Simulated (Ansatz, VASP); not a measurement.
## Two plane-wave programs on Al

```xyz
4
Lattice="2.8486 0.0000 0.0000 -1.4243 2.4670 0.0000 0.0000 0.0000 10.5726" Properties=species:S:1:pos:R:3 pbc="T T T"
Al    0.0000    0.0000    0.0000
Al    0.0000    1.6446    2.6431
Al    0.0000    0.0000    5.2863
Al    1.4243    0.8223    7.9294
```

Alike in both runs: task single point; functional PBE; dispersion D3(BJ); k mesh 18 × 18 × 4; occupations gaussian, width 0.15 eV; no spin polarisation.

```csv
,VASP,Ansatz
version,VASP 6.6.1,Ansatz 0.2.0
potentials or method,"VASP PAW PBE potentials, release 64 (Al), cutoff 500 eV","scalar-relativistic, plane waves, PAW"
valence electrons in the cell,12,12
```

|  | VASP | Ansatz | Ansatz less VASP |
| --- | --- | --- | --- |
| gap on the k mesh at the Fermi level (eV) | none | none | - |
| pressure (GPa) | -8.3 | -8.2 | +0.02 |
| traceless stress, the component that is largest in VASP (GPa) | -2.71 | -2.73 | -0.024 |

A gap of «none» marks a metal or a gap that the smearing closes.
